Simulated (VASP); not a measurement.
Runs of VASP 6.6.1 on LiH. The structure is that of space group P-6m2 (No. 187), or close to it. The cells are those of the table. 

```tsv
level	potentials or basis	cell	k mesh	cutoff (eV)	grid for exact exchange (PRECFOCK)	share of exact exchange	screening parameter	gap on the mesh (eV)	relaxed volume (Å³/atom)
LDA	VASP PAW LDA potentials, release 64 (Li_sv, H)	relaxed from a = 3.078, b = 3.078, c = 24.600 Å, angles 90.0, 90.0, 120.0°, 2 atoms	12 × 12 × 1	880	-	-	-	3.26	97.61
r2SCAN	VASP PAW PBE potentials, release 64 (Li_sv, H)	relaxed from a = 3.078, b = 3.078, c = 24.600 Å, angles 90.0, 90.0, 120.0°, 2 atoms	12 × 12 × 1	970	-	-	-	4.03	(b)
HSE06	VASP PAW PBE potentials, release 64 (Li_sv, H)	relaxed from a = 3.088, b = 3.088, c = 24.600 Å, angles 90.0, 90.0, 120.0°, 2 atoms	6 × 6 × 1	880	Normal	0.25	0.2079 1/Å	(c)	(a)
PBEsol	VASP PAW PBE potentials, release 64 (Li_sv, H)	relaxed from a = 3.078, b = 3.078, c = 24.600 Å, angles 90.0, 90.0, 120.0°, 2 atoms	12 × 12 × 1	880	-	-	-	3.43	100.88
```

Alike in all rows: task relaxation of cell and atoms; no spin polarisation; smearing fermi-dirac 0.02 eV.

Problem. Estimate the missing entries.

Solution. (a) 100.24; (b) 101.64; (c) 4.48.

Caveats: the relaxation moved the vacuum too, so the length across it says nothing of the material; the PAW data sets were made with another functional, which shifts forces and pressure a little (at least some runs).

A k mesh can miss the band edges.
